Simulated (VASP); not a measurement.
Si2W, 36 atoms in the cell. It takes space group I4/mmm (No. 139, tetragonal). The conventional cell has a = 3.229 Å, b = 3.229 Å, c = 7.868 Å, α = 90.00°, β = 90.00°, γ = 90.00°. Within 3.4 Å of Si (site symmetry 4mm) lie 9 Si at 2.60 to 3.23 Å and 5 W at 2.63 Å. Within 3.5 Å of W (site symmetry 4/mmm) lie 10 Si at 2.63 Å and 4 W at 3.23 Å. 

| Property | Result |
| --- | --- |
| Program | VASP 6.6.1 |
| Task | single point |
| Functional | PBE |
| Potentials or basis | VASP PAW PBE potentials, release 64 (Si, W_sv) |
| Cutoff | 520 eV |
| k mesh | 3 × 3 × 2 |
| Occupations | methfessel-paxton, width 0.1 eV |
| Spin | no spin polarisation |
| Dipole correction | no |
| Further INCAR settings | LREAL = Auto; ALGO = Normal; EDIFF = 1e-06; NBANDS = 156 |

Potentials or basis: VASP PAW PBE potentials, release 64 (Si, W_sv).

Run with:

```bash
$ cat potpaw_PBE.64/Si/POTCAR potpaw_PBE.64/W_sv/POTCAR > POTCAR
$ mpirun -np 1 vasp_std > vasp.out
```

Hardware: 1 thread of Oxide Virtual Turin-like Processor (shared host).

Q: How long does it take, and how much memory?

A: It took 100 min on 1 thread of Oxide Virtual Turin-like Processor (shared host), peak memory 1.2 GiB. Counts: scf iterations 14, k points 8.
